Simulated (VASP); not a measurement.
Wanted: the native input for a VASP 6.6.1 run.

- Task: single point
- Functional: PBE
- Potentials or basis: VASP PAW PBE potentials, release 64 (Sr_sv, W_sv, N)
- Cutoff: 520 eV
- k mesh: 18 × 18 × 8
- Occupations: gaussian, width 0.1 eV
- Spin: no spin polarisation
- Dipole correction: no
- k mesh for the DOS: 27 × 27 × 12
- Occupations for the DOS: tetrahedron
- Further INCAR settings: ALGO = Normal; EDIFF = 1e-06; NBANDS = 25

SrWN2:

```xyz
4
Lattice="3.1527 0.0000 0.0000 -1.5764 2.7304 0.0000 0.0000 0.0000 6.0888" Properties=species:S:1:pos:R:3 pbc="T T T"
Sr    0.0000    0.0000    0.0000
W     0.0000    0.0000    3.0444
N     0.0000    1.8202    1.8624
N     1.5764    0.9101    4.2263
```

These files were run (other wordings do the same):

POSCAR

```
SrWN2
1.0
    3.1527437861      0.0000000000      0.0000000000
   -1.5763718930      2.7303562104      0.0000000000
    0.0000000000      0.0000000000      6.0887864204
Sr W N
1 1 2
Direct
    0.0000000000      0.0000000000      0.0000000000
    0.0000000000      0.0000000000      0.5000000000
    0.3333333333      0.6666666667      0.3058818381
    0.6666666667      0.3333333333      0.6941181619
```

INCAR.step1

```
SYSTEM = SrWN2
PREC = Accurate
ENCUT = 520
EDIFF = 1E-6
ISMEAR = 0
SIGMA = 0.1
LREAL = .FALSE.
LASPH = .TRUE.
NELM = 120
ALGO = Normal
ISIF = 2
LWAVE = .FALSE.
LCHARG = .TRUE.
LMAXMIX = 4
GGA = PE
NBANDS = 25
GGA_COMPAT = .FALSE.
NEDOS = 2001
LORBIT = 11
```

KPOINTS.step1

```
regular mesh
0
G
  18 18 8
  0 0 0
```

INCAR.step2

```
SYSTEM = SrWN2
PREC = Accurate
ENCUT = 520
EDIFF = 1E-6
ISMEAR = -5
SIGMA = 0.1
LREAL = .FALSE.
LASPH = .TRUE.
NELM = 120
ALGO = Normal
ISIF = 2
LWAVE = .FALSE.
LCHARG = .FALSE.
LMAXMIX = 4
GGA = PE
LORBIT = 11
NBANDS = 25
NEDOS = 1001
ICHARG = 11
GGA_COMPAT = .FALSE.
```

KPOINTS.step2

```
regular mesh
0
G
  27 27 12
  0 0 0
```

Potentials or basis: VASP PAW PBE potentials, release 64 (Sr_sv, W_sv, N).

The run is started by

```bash
$ cat potpaw_PBE.64/Sr_sv/POTCAR potpaw_PBE.64/W_sv/POTCAR potpaw_PBE.64/N/POTCAR > POTCAR
$ cp INCAR.step1 INCAR
$ cp KPOINTS.step1 KPOINTS
$ mpirun -np 1 vasp_std > vasp.out
$ cp INCAR.step2 INCAR
$ cp KPOINTS.step2 KPOINTS
$ mpirun -np 1 vasp_std > vasp.out
```

It gave:

| Item | Value |
| --- | --- |
| Valence electrons inside the program's atomic spheres | Sr 8.28; W 11.85; N 3.68 |

It took 22 min on 1 thread of Intel Xeon 8259CL, with other jobs on the host, peak memory 1.1 GiB.
